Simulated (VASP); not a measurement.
Write the native input for VASP 6.6.1 that does the following.

* Task: density of states
* Functional: PBE
* Potentials or basis: VASP PAW PBE potentials, release 64 (Te)
* Cutoff: 520 eV
* k mesh: 9 × 9 × 6
* Occupations: fermi-dirac, width 0.05 eV
* Spin: no spin polarisation
* Dipole correction: no
* k mesh for the DOS: 14 × 14 × 9
* Occupations for the DOS: tetrahedron
* Further INCAR settings: ALGO = Normal; EDIFF = 1e-07; NBANDS = 16

The system is Te.

```
CELL_PARAMETERS angstrom
4.60135 0.00000 0.00000
-2.30068 3.98489 0.00000
0.00000 0.00000 5.90006
ATOMIC_POSITIONS crystal
Te 0.25670 0.00000 0.33333
Te 0.00000 0.25670 0.66667
Te 0.74330 0.74330 0.00000
```

The input as run:

POSCAR

```
Te
1.0
    4.6013525159      0.0000000000      0.0000000000
   -2.3006762580      3.9848881706      0.0000000000
    0.0000000000      0.0000000000      5.9000620010
Te
3
Direct
    0.2566971700      0.0000000000      0.3333333333
    0.0000000000      0.2566971700      0.6666666667
    0.7433028300      0.7433028300      0.0000000000
```

INCAR.step1

```
PREC = Accurate
ENCUT = 520
EDIFF = 1E-7
ISMEAR = -1
SIGMA = 0.05
LREAL = F
LASPH = T
NELM = 100
ALGO = Normal
ISIF = 2
LWAVE = F
LCHARG = T
GGA = PE
NBANDS = 16
```

KPOINTS.step1

```
regular mesh
0
Gamma
  9 9 6
```

INCAR.step2

```
PREC = Accurate
ENCUT = 520
EDIFF = 1E-7
ISMEAR = -5
SIGMA = 0.05
LREAL = F
LASPH = T
NELM = 100
ALGO = Normal
ISIF = 2
LWAVE = F
LCHARG = F
GGA = PE
LORBIT = 11
NBANDS = 16
NEDOS = 2001
ICHARG = 11
```

KPOINTS.step2

```
regular mesh
0
Gamma
  14 14 9
```

Potentials or basis: VASP PAW PBE potentials, release 64 (Te).

Run with:

```bash
$ cat potpaw_PBE.64/Te/POTCAR > POTCAR
$ cp INCAR.step1 INCAR
$ cp KPOINTS.step1 KPOINTS
$ mpirun -np 1 vasp_std > vasp.out
$ cp INCAR.step2 INCAR
$ cp KPOINTS.step2 KPOINTS
$ mpirun -np 1 vasp_std > vasp.out
```

Results of the run:

```json
{
  "Valence electrons inside the program's atomic spheres": "Te 3.29"
}
```

Caveat: spin-orbit coupling is left out, which moves the levels of the heavy elements.

Run time: 8.5 min on 1 thread of AMD EPYC 7571, on a shared host, peak memory 0.37 GiB.
